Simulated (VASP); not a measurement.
Input of a VASP 6.6.1 run:

Contents of INCAR:

```
  PREC = Accurate
  ENCUT = 600
  EDIFF = 1E-6
  ISMEAR = 0
  SIGMA = 0.1
  LREAL = F
  LASPH = T
  NELM = 80
  ALGO = Normal
  ISIF = 3
  LWAVE = F
  LCHARG = F
  GGA = PE
  IBRION = 2
  NSW = 90
  EDIFFG = -0.04
```

Contents of KPOINTS:

```
regular mesh
0
Gamma
  6 6 6
```

Contents of POSCAR:

```
Si4N
1.0
    2.6462306300      1.5278019700      3.1401707500
   -2.6462306300      1.5278019700      3.1401707500
    0.0000000000     -3.0556039400      3.1401707500
Si N
4 1
Direct
    0.6671306300      0.0970322400      0.6671306300
    0.6671306300      0.6671306300      0.0970322400
    0.0970322400      0.6671306300      0.6671306300
    0.3829458400      0.3829458400      0.3829458400
    0.0882555200      0.0882555200      0.0882555200
```

Potentials or basis: VASP PAW PBE potentials, release 64 (Si, N).

Launch:

```console
$ cat potpaw_PBE.64/Si/POTCAR potpaw_PBE.64/N/POTCAR > POTCAR
$ mpirun -np 1 vasp_std > vasp.out
```

Task: Predict the space group after relaxing (to 0.05 Å).

Result: R3m (No. 160).

Task: Predict the relaxed volume.

Result: 13.84 Å³/atom.

The path:
| step | energy change (eV) | largest force (eV/Å) | pressure (GPa) | volume (Å³) |
| --- | --- | --- | --- | --- |
| 1 | 0.0000 | 10.1605 | 26.51 | 76.17 |
| 2 | -1.6428 | 3.8670 | -7.10 | 106.97 |
| 3 | -2.8220 | 2.2519 | -2.09 | 89.77 |
| 4 | -3.8128 | 2.5233 | -10.16 | 90.17 |
| 5 | -4.5618 | 3.2422 | -12.92 | 89.82 |
| 6 | -2.8838 | 19.9131 | 8.04 | 86.43 |
| 7 | -4.4890 | 3.5595 | -12.31 | 89.63 |
| 8 | -4.8113 | 1.5336 | -7.58 | 88.41 |
| 9 | -4.7746 | 2.3578 | -10.22 | 88.96 |
| 10 | -4.4172 | 12.0370 | 3.93 | 81.03 |
| 11 | -5.0463 | 2.5989 | -5.97 | 85.30 |
| 12 | -5.5883 | 2.8208 | -4.67 | 79.93 |
| 13 | -6.6621 | 3.3717 | 9.60 | 65.15 |
| 14 | -6.9947 | 0.8631 | 8.90 | 65.03 |
| 15 | -7.0146 | 1.2636 | 9.79 | 64.99 |
| 16 | -7.3852 | 1.4264 | 4.58 | 68.16 |
| 17 | -7.5773 | 1.9871 | 1.52 | 71.72 |
| 18 | -7.6843 | 2.9934 | -1.90 | 78.87 |
| 19 | -8.2620 | 1.6701 | -8.83 | 81.29 |
| 20 | -8.3678 | 1.1185 | -10.72 | 82.26 |
| 21 | -8.3503 | 0.7669 | -13.52 | 84.11 |
| 22 | -8.3956 | 0.7770 | -11.92 | 82.94 |
| 23 | -8.9079 | 1.1078 | -8.53 | 76.79 |
| 24 | -9.0795 | 1.3686 | -3.17 | 72.07 |
| 25 | -9.0810 | 1.4016 | -2.14 | 71.40 |
| 26 | -9.1646 | 0.6500 | -0.81 | 69.71 |
| 27 | -9.1649 | 0.5653 | -0.93 | 69.82 |
| 28 | -9.1864 | 0.4258 | 0.32 | 69.13 |
| 29 | -9.1942 | 0.2810 | 1.69 | 68.41 |
| 30 | -9.2050 | 0.0934 | 0.33 | 69.05 |
| 31 | -9.2055 | 0.0428 | -0.05 | 69.22 |
| 32 | -9.2055 | 0.0456 | -0.01 | 69.21 |
| 33 | -9.2057 | 0.0212 | 0.01 | 69.18 |
